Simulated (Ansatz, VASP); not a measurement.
# Two plane-wave programs on TlH3S3

Contents of INCAR:

```
PREC = Accurate
ENCUT = 520
EDIFF = 1E-6
ISMEAR = 0
SIGMA = 0.01
LREAL = False
LASPH = True
NELM = 80
ALGO = Normal
ISIF = 2
LWAVE = False
LCHARG = False
GGA = PE
NBANDS = 26
```

KPOINTS

```
Automatic mesh
0
Gamma
  1 1 1
```

The input POSCAR:

```
TlH3S3
1.0
   14.0000000000      0.0000000000      0.0000000000
    0.0000000000     10.4500000000      0.0000000000
    0.0000000000      0.0000000000     13.2900000000
Tl S H
1 3 3
Direct
    0.4947478600      0.4914373200      0.5058675700
    0.4026850000      0.5442794300      0.6613897700
    0.4134457100      0.4753378000      0.3386004500
    0.6697542900      0.4529177000      0.5201602700
    0.3214285700      0.5690201000      0.6089864600
    0.3257385700      0.4952095700      0.3794221200
    0.6787157100      0.4306220100      0.4199488300
```

Input for Ansatz:

```yaml
crystal:
  lattice:
    - [14.0, 0.0, 0.0]
    - [0.0, 10.45, 0.0]
    - [0.0, 0.0, 13.29]
  atoms:
    - { symbol: Tl, position: [0.49474786, 0.49143732, 0.50586757] }
    - { symbol: S, position: [0.402685, 0.54427943, 0.66138977] }
    - { symbol: H, position: [0.32142857, 0.5690201, 0.60898646] }
    - { symbol: S, position: [0.41344571, 0.4753378, 0.33860045] }
    - { symbol: H, position: [0.32573857, 0.49520957, 0.37942212] }
    - { symbol: S, position: [0.66975429, 0.4529177, 0.52016027] }
    - { symbol: H, position: [0.67871571, 0.43062201, 0.41994883] }
basis:
  ecutwfc: 420
  ecutrho_ratio: 4
kpoints:
  mp_grid: { grid: [1, 1, 1] }
hamiltonian:
  xc: pbe
scf:
  occupations: { method: gaussian, width: 0.01 }
output:
  forces: true
  eigenvalues: true
  populations: true
```

Alike in both runs: task single point; functional PBE; k mesh 1 × 1 × 1; occupations gaussian, width 0.01 eV; no spin polarisation.

|  | VASP | Ansatz |
| --- | --- | --- |
| version | VASP 6.6.1 | Ansatz 0.2.0 |
| potentials or method | VASP PAW PBE potentials, release 64 (Tl_d, S, H), cutoff 520 eV | scalar-relativistic, plane waves, PAW |
| valence electrons in the cell | 34 | 34 |

|  | VASP | Ansatz | Ansatz less VASP |
| --- | --- | --- | --- |
| gap on the k mesh at the Fermi level (eV) | 2.59 | 2.58 | -0.014 |
| rms of the force components (eV/Å) | 0.127 | 0.100 | -0.0270 |

Spin-orbit coupling is off throughout.
